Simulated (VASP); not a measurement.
# Sb (R-3m) in VASP: a series of runs, part 2 of 2

VASP 6.6.1.

## 3. Single point, r2SCAN

This run uses another cell than the first one, of 31.53 Å³/atom.

File POSCAR:

```
Sb
1.0
    2.1684990711      1.2519835224      3.8714545620
   -2.1684990711      1.2519835224      3.8714545620
    0.0000000000     -2.5039670448      3.8714545620
Sb
2
Direct
    0.2316123529      0.2316123529      0.2316123529
    0.7683876471      0.7683876471      0.7683876471
```

File INCAR.step1:

```
SYSTEM = Sb
PREC     = Accurate       ! precision mode
ENCUT    = 520            ! plane-wave cutoff, eV
ISMEAR   = -1             ! smearing method
SIGMA    = 0.15           ! smearing width, eV
LREAL    = .False.        ! projectors in reciprocal space
LASPH    = .True.         ! aspherical terms in the spheres
NELM     = 100            ! most SCF steps
NBANDS   = 12             ! bands
GGA      = PE             ! functional
ALGO     = Normal         ! electronic algorithm
EDIFF    = 1E-4           ! SCF threshold, eV
LWAVE    = .True.         ! write WAVECAR
LCHARG   = .False.        ! write CHGCAR
```

File INCAR.step2:

```
SYSTEM = Sb
PREC     = Accurate       ! precision mode
ENCUT    = 520            ! plane-wave cutoff, eV
EDIFF    = 1E-6           ! SCF threshold, eV
ISMEAR   = -1             ! smearing method
SIGMA    = 0.15           ! smearing width, eV
LREAL    = .False.        ! projectors in reciprocal space
LASPH    = .True.         ! aspherical terms in the spheres
NELM     = 100            ! most SCF steps
ALGO     = Normal         ! electronic algorithm
ISIF     = 2              ! what is computed and relaxed
LWAVE    = .False.        ! write WAVECAR
LCHARG   = .False.        ! write CHGCAR
METAGGA  = R2SCAN         ! meta-GGA
LMIXTAU  = .True.       
NBANDS   = 12             ! bands
ISTART   = 1
```

File KPOINTS:

```
Automatic mesh
0
Gamma
  12 12 12
  0 0 0
```

Potentials or basis: VASP PAW PBE potentials, release 64 (Sb).

Launch:

```console
$ cat potpaw_PBE.64/Sb/POTCAR > POTCAR
$ cp INCAR.step1 INCAR
$ mpirun -np 1 vasp_std > vasp.out
$ cp INCAR.step2 INCAR
$ mpirun -np 1 vasp_std > vasp.out
```

OUTCAR:

```text
SYSTEM = Sb
   PREC = Accurate
   ENCUT = 520
   EDIFF = 1E-6
   ISMEAR = -1
   LREAL = .False.
   LASPH = .True.
   NELM = 100
   ISIF = 2
   METAGGA = R2SCAN
   ISTART = 1

 ion  position               nearest neighbor table
   1  0.232  0.232  0.232-   2 2.92   2 2.92   2 2.92   2 3.44   2 3.44   2 3.44
   2  0.768  0.768  0.768-   1 2.92   1 2.92   1 2.92   1 3.44   1 3.44   1 3.44

  LATTYP: Found a trigonal (rhomboedric) cell.
 ALAT       =     4.6106411037
 COS(alpha) =     0.5575890768

[... 548 lines left out ...]

------------------------ aborting loop because EDIFF is reached ----------------------------------------

  FORCE on cell =-STRESS in cart. coord.  units (eV):
  Direction    XX          YY          ZZ          XY          YZ          ZX
  --------------------------------------------------------------------------------------
  -------------------------------------------------------------------------------------
  Total        0.0515056      0.0515056      0.0250861      0.0000000      0.0000000      0.0000000
  in kB        1.3085250      1.3085250      0.6373254      0.0000000      0.0000000      0.0000000
  external PRESSURE =       1.0847918 kB  Pullay stress =       0.0000000 kB

 VOLUME and BASIS-vectors are now :
 -----------------------------------------------------------------------------
  energy-cutoff  :      520.00
  volume of cell :       63.06
      direct lattice vectors                 reciprocal lattice vectors
     2.168499071  1.251983522  3.871454562     0.230574228  0.133122093  0.086100283
    -2.168499071  1.251983522  3.871454562    -0.230574228  0.133122093  0.086100283
     0.000000000 -2.503967045  3.871454562     0.000000000 -0.266244186  0.086100283

 POSITION                                       TOTAL-FORCE (eV/Angst)
 -----------------------------------------------------------------------------------
      0.00000      0.00000      2.69003         0.000000     -0.000000      0.053677
      0.00000      0.00000      8.92433         0.000000      0.000000     -0.053677
 -----------------------------------------------------------------------------------
    total drift:                                0.000000      0.000000     -0.000000

  FREE ENERGIE OF THE ION-ELECTRON SYSTEM (eV)
  ---------------------------------------------------
  free  energy   TOTEN  =       -51.4018361819 eV

  energy  without entropy=      -51.3760379791  energy(sigma->0) =      -51.38893708
```

OUTCAR.step1:

```text
SYSTEM = Sb
   PREC = Accurate
   ENCUT = 520
   ISMEAR = -1
   LREAL = .False.
   LASPH = .True.
[... 582 lines left out ...]
      0.00000      0.00000      2.69003         0.000000      0.000000      0.225104
      0.00000      0.00000      8.92433         0.000000     -0.000000     -0.225104
 -----------------------------------------------------------------------------------
    total drift:                                0.000000      0.000000     -0.000000

  FREE ENERGIE OF THE ION-ELECTRON SYSTEM (eV)
  ---------------------------------------------------
  free  energy   TOTEN  =        -8.2790935128 eV

  energy  without entropy=       -8.2475773972  energy(sigma->0) =       -8.26333546
```

It took 4.2 min on 1 thread of Intel Xeon 6975P-C (Granite Rapids), shared host; peak memory 0.29 GiB.

What came out:

| Quantity | Value |
| --- | --- |
| Free energy | -51.4018 eV |
| Pressure | 0.1 GPa |
| Largest force | 0.054 eV/Å |
| Band gap on the k mesh | zero (bands 5 and 6 overlap by 0.14 eV) |

Forces in eV/Å, atoms in the order of the input:
```
Sb   0.000  0.000  0.054
Sb   0.000  0.000 -0.054
```

Caveat: the PAW data sets were made with another functional, which shifts forces and pressure a little; spin-orbit coupling is left out, which moves the levels of the heavy elements.

## 4. Single point, r2SCAN

This run uses another cell than the first one, of 31.57 Å³/atom.

File POSCAR:

```
Sb
1.0
    2.1705056181      1.2531420029      3.8694290117
   -2.1705056181      1.2531420029      3.8694290117
    0.0000000000     -2.5062840058      3.8694290117
Sb
2
Direct
    0.2313985278      0.2313985278      0.2313985278
    0.7686014722      0.7686014722      0.7686014722
```

File INCAR.step1:

```
ALGO = Normal
EDIFF = 1E-4
ENCUT = 520
GGA = PE
ISMEAR = 0
LASPH = True
LCHARG = False
LREAL = False
LWAVE = True
NBANDS = 12
NELM = 80
PREC = Accurate
SIGMA = 0.1
```

File INCAR.step2:

```
ALGO = Normal
EDIFF = 1E-7
ENCUT = 520
ISIF = 2
ISMEAR = 0
ISTART = 1
LASPH = True
LCHARG = False
LMIXTAU = True
LREAL = False
LWAVE = False
METAGGA = R2SCAN
NBANDS = 12
NELM = 80
PREC = Accurate
SIGMA = 0.1
```

File KPOINTS:

```
k-points
0
Gamma
  12 12 12
```

Launch:

```console
$ cat potpaw_PBE.64/Sb/POTCAR > POTCAR
$ cp INCAR.step1 INCAR
$ mpirun -np 1 vasp_std > vasp.out
$ cp INCAR.step2 INCAR
$ mpirun -np 1 vasp_std > vasp.out
```

Run time: 4.5 min. Hardware: 1 thread of Intel Xeon 6975P-C (Granite Rapids), shared host; peak memory 0.29 GiB.

The run converged. Its results:

```yaml
Free_energy: -51.3933 eV
Pressure: 0.1 GPa
Largest_force: 0.055 eV/Å
Band_gap_on_the_k_mesh: zero (bands 5 and 6 overlap by 0.14 eV)
```

Forces in eV/Å, atoms in the order of the input:
```
Sb   0.000  0.000  0.055
Sb   0.000  0.000 -0.055
```

Levels at points of the mesh, in eV from the Fermi level:
```csv
k point,band 2,band 3,band 4,band 5,band 6,band 7,band 8,band 9
"(0.00, 0.00, 0.00)",-5.10,-2.28,-1.96,-1.96,1.87,2.60,2.60,5.54
"(0.50, 0.00, 0.00)",-9.89,-2.26,-2.17,-0.37,-0.15,0.30,0.71,7.81
"(0.50, 0.50, 0.00)",-8.41,-5.42,-3.85,-3.77,1.68,4.87,5.73,6.84
"(0.50, 0.50, 0.50)",-9.09,-1.51,-1.51,-0.44,0.26,0.26,1.32,7.17
```

Caveat: the PAW data sets were made with another functional, which shifts forces and pressure a little; spin-orbit coupling is left out, which moves the levels of the heavy elements.

## 5. Summary

```tsv
cell	k mesh	smearing	gap on the mesh (eV)	pressure (GPa)	largest force (eV/Å)
a = 4.507 Å, angles 57.1°, 2 atoms, atomic positions A	6 × 6 × 6	gaussian 0.1 eV	none	1.8	0.04
a = 4.611 Å, angles 56.1°, 2 atoms, atomic positions B	12 × 12 × 12	fermi-dirac 0.15 eV	none	0.1	0.05
a = 4.610 Å, angles 56.2°, 2 atoms, atomic positions B	12 × 12 × 12	gaussian 0.1 eV	none	0.1	0.05
```

Alike in all rows: task single point; level r2SCAN; potentials or basis VASP PAW PBE potentials, release 64 (Sb); no spin polarisation; cutoff (eV) 520.

Caveats: the PAW data sets were made with another functional, which shifts forces and pressure a little; spin-orbit coupling is left out, which moves the levels of the heavy elements.

Absolute energies hang on the potentials; compare differences alone.
